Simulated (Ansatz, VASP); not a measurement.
# SnS2 in VASP and in Ansatz

```
S Sn
1.0
     3.66441    0.00000    0.00000
    -1.83220    3.17347    0.00000
     0.00000    0.00000   29.72000
S Sn
2 1
Direct
  0.33333 0.66667 0.23539
  0.66667 0.33333 0.33527
  0.00000 0.00000 0.28533
```

Alike in both runs: functional PBE; dispersion D3(BJ); k mesh 12 × 12 × 1; occupations gaussian, width 0.03 eV; no spin polarisation.

Ansatz relaxed the structure, and its values are those at the end. VASP's run is a single point on that final structure, the one shown.

|  | VASP | Ansatz |
| --- | --- | --- |
| version | VASP 6.6.1 | Ansatz 0.2.0 |
| potentials or method | VASP PAW PBE potentials, release 64 (S, Sn_d), cutoff 400 eV | scalar-relativistic, plane waves, PAW |
| valence electrons in the cell | 26 | 26 |

```tsv
	VASP	Ansatz	Ansatz less VASP
gap on the k mesh at the Fermi level (eV)	1.57	1.57	0.000
least direct gap on the mesh (eV)	1.83	1.83	0.000
```

Ansatz's warnings: slab cell height set, structure snapped to symmetry.
